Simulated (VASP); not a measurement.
Wanted: the native input for a VASP 6.6.1 run.

```
Task                   : single point
Functional             : PBE
Potentials or basis    : VASP PAW PBE potentials, release 64 (Te, Pb_d, Se)
Cutoff                 : 520 eV
k mesh                 : 4 × 4 × 2
Occupations            : gaussian, width 0.1 eV
Spin                   : no spin polarisation
Dipole correction      : no
Further INCAR settings : ALGO = Normal; EDIFF = 1e-06; NBANDS = 50
```

The structure of TePb4Se3 lies in POSCAR:

```
TePb4Se3
1.0
    4.4716667607      0.0000000000      0.0000000000
    0.0000000000      4.4716667607      0.0000000000
    0.0000000000      0.0000000000     12.6338084810
Te Pb Se
1 4 3
Direct
    0.5000000000      0.5000000000      0.5000000000
    0.0000000000      0.0000000000      0.0000000000
    0.5000000000      0.5000000000      0.2421334473
    0.0000000000      0.0000000000      0.5000000000
    0.5000000000      0.5000000000      0.7578665527
    0.0000000000      0.0000000000      0.2475605565
    0.0000000000      0.0000000000      0.7524394435
    0.5000000000      0.5000000000      0.0000000000
```

One way to write it, as run:

INCAR

```
SYSTEM = TePb4Se3
PREC = Accurate
ENCUT = 520
EDIFF = 1E-6
ISMEAR = 0
SIGMA = 0.1
LREAL = .False.
LASPH = .True.
NELM = 60
ALGO = Normal
ISIF = 2
LWAVE = .False.
LCHARG = .False.
GGA = PE
NBANDS = 50
```

KPOINTS

```
Automatic mesh
0
Gamma
  4 4 2
  0 0 0
```

Potentials or basis: VASP PAW PBE potentials, release 64 (Te, Pb_d, Se).

Command:

```sh
$ cat potpaw_PBE.64/Te/POTCAR potpaw_PBE.64/Pb_d/POTCAR potpaw_PBE.64/Se/POTCAR > POTCAR
$ mpirun -np 1 vasp_std > vasp.out
```

It gave:

The pressure is -0.1 GPa. The largest force is 0.018 eV/Å and the band gap on the k mesh is 0.28 eV, direct.

Caveat: spin-orbit coupling is left out, which moves the levels of the heavy elements.

Run time: 96 s on 1 thread of AMD EPYC 9R45 96-Core Processor (Zen 5), on a shared host, peak memory 0.39 GiB.
